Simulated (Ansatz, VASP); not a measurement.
## SnO in VASP and in Ansatz

Contents of INCAR:

```
PREC = Accurate ; ENCUT = 600
EDIFF = 1E-7 ; ISMEAR = 0
SIGMA = 0.02 ; LREAL = False
LASPH = True ; NELM = 80
ALGO = Normal ; ISIF = 3
LWAVE = False ; LCHARG = False
GGA = PE ; IBRION = 2
NSW = 80 ; EDIFFG = -0.003
```

Contents of KPOINTS:

```
regular mesh
0
Gamma
  10 10 8
```

File POSCAR:

```
SnO
1.0
    3.7986000000      0.0000000000      0.0000000000
    0.0000000000      3.7986000000      0.0000000000
    0.0000000000      0.0000000000      4.8408000000
Sn O
2 2
Direct
    0.5000000000      0.0000000000      0.2369000000
    0.0000000000      0.5000000000      0.7631000000
    0.0000000000      0.0000000000      0.0000000000
    0.5000000000      0.5000000000      0.0000000000
```

Input for Ansatz:

```yaml
crystal:
  lattice:
    - [3.7986, 0.0, 0.0]
    - [0.0, 3.7986, 0.0]
    - [0.0, 0.0, 4.8408]
  atoms:
    - { symbol: Sn, position: [0.5, 0.0, 0.2369] }
    - { symbol: Sn, position: [0.0, 0.5, 0.7631] }
    - { symbol: O, position: [0.0, 0.0, 0.0] }
    - { symbol: O, position: [0.5, 0.5, 0.0] }
scf:
  occupations: { method: gaussian, width: 0.02 }
output:
  forces: true
  stress: true
hamiltonian:
  xc: pbe
kpoints:
  mp_grid: { grid: [10, 10, 8] }
relax:
  f_tol: 0.003
  cell: { stress_tol: 0.02 }
```

Alike in both runs: task relaxation of cell and atoms; functional PBE; k mesh 10 × 10 × 8; occupations gaussian, width 0.02 eV; no spin polarisation.

|  | VASP | Ansatz |
| --- | --- | --- |
| version | VASP 6.6.1 | Ansatz 0.2.0 |
| potentials or method | VASP PAW PBE potentials, release 64 (Sn_d, O) | scalar-relativistic, plane waves, PAW |
| plane-wave cutoff (eV) | 600 | 420 |
| valence electrons in the cell | 40 | 40 |

Ansatz gave:

| Quantity | Value |
| --- | --- |
| relaxed volume (Å³/atom) | 18.98 |
| relaxed length of the cell vector where the two differ most in proportion (Å) | 5.073 |

**Question.** Which values does VASP return?

**Answer.** Relaxed volume (Å³/atom): 18.85; relaxed length of the cell vector where the two differ most in proportion (Å): 5.042.
